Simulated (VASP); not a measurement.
Here is a VASP 6.6.1 calculation.

POSCAR

```
Rh
1.0
   -1.5220005239      1.5220005239      1.5220005239
    1.5220005239     -1.5220005239      1.5220005239
    1.5220005239      1.5220005239     -1.5220005239
Rh
1
Direct
    0.0000000000      0.0000000000      0.0000000000
```

The input INCAR.step1:

```
ALGO = Normal
EDIFF = 1E-4
ENCUT = 520
GGA = PE
ISMEAR = 0
LASPH = True
LCHARG = False
LREAL = False
LWAVE = True
NBANDS = 14
NELM = 100
PREC = Accurate
SIGMA = 0.1
```

INCAR.step2

```
ALGO = Normal
EDIFF = 1E-6
ENCUT = 520
ISIF = 2
ISMEAR = 0
ISTART = 1
LASPH = True
LCHARG = False
LMIXTAU = True
LREAL = False
LWAVE = False
METAGGA = R2SCAN
NBANDS = 14
NELM = 100
PREC = Accurate
SIGMA = 0.1
```

File KPOINTS:

```
k-points
0
Gamma
  26 26 26
```

Potentials or basis: VASP PAW PBE potentials, release 64 (Rh_pv).

Run with:

```console
$ cat potpaw_PBE.64/Rh_pv/POTCAR > POTCAR
$ cp INCAR.step1 INCAR
$ mpirun -np 1 vasp_std > vasp.out
$ cp INCAR.step2 INCAR
$ mpirun -np 1 vasp_std > vasp.out
```

**Question.** Estimate the pressure.

**Answer.** 1.1 GPa.

Caveat: the PAW data sets were made with another functional, which shifts forces and pressure a little.
